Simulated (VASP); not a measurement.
**InP: single point with PBE**

Crystal: InP.

```
CELL_PARAMETERS angstrom
0.00000 2.76883 2.76883
2.76883 0.00000 2.76883
2.76883 2.76883 0.00000
ATOMIC_POSITIONS crystal
In 0.00000 0.00000 0.00000
P 0.50000 0.50000 0.50000
```

* Program: VASP 6.6.1
* Task: single point
* Functional: PBE
* Potentials or basis: VASP PAW PBE potentials, release 64 (In_d, P)
* Cutoff: 520 eV
* k mesh: 8 × 8 × 8
* Occupations: gaussian, width 0.019 eV
* Spin: no spin polarisation
* Dipole correction: no
* Further INCAR settings: ALGO = Normal; EDIFF = 1e-06; NBANDS = 16

| Quantity | Value |
| --- | --- |
| Pressure | -0.1 GPa |
| Band gap on the k mesh | zero (band 9 reaches 7.35 eV, above the bottom of band 10 at 4.72 eV) |

Levels at points of the mesh, in eV from the Fermi level:
| k point | band 5 | band 6 | band 7 | band 8 | band 9 | band 10 | band 11 | band 12 | band 13 | band 14 |
| --- | --- | --- | --- | --- | --- | --- | --- | --- | --- | --- |
| (0.00, 0.00, 0.00) | -14.34 | -12.10 | -0.37 | -0.37 | -0.37 | 0.43 | 7.00 | 7.00 | 7.00 | 8.36 |
| (0.50, 0.00, 0.00) | -14.26 | -10.02 | -6.74 | 0.06 | 0.06 | 2.39 | 3.30 | 3.30 | 5.09 | 11.01 |
| (0.50, 0.50, 0.00) | -14.23 | -8.92 | -5.04 | -2.62 | -2.43 | -2.43 | 3.74 | 9.77 | 9.77 | 10.08 |

Wall time 47 s on 1 thread of AMD EPYC 7R13 (shared host), peak memory 0.14 GiB.

Caveat: spin-orbit coupling is left out, which moves the levels of the heavy elements.
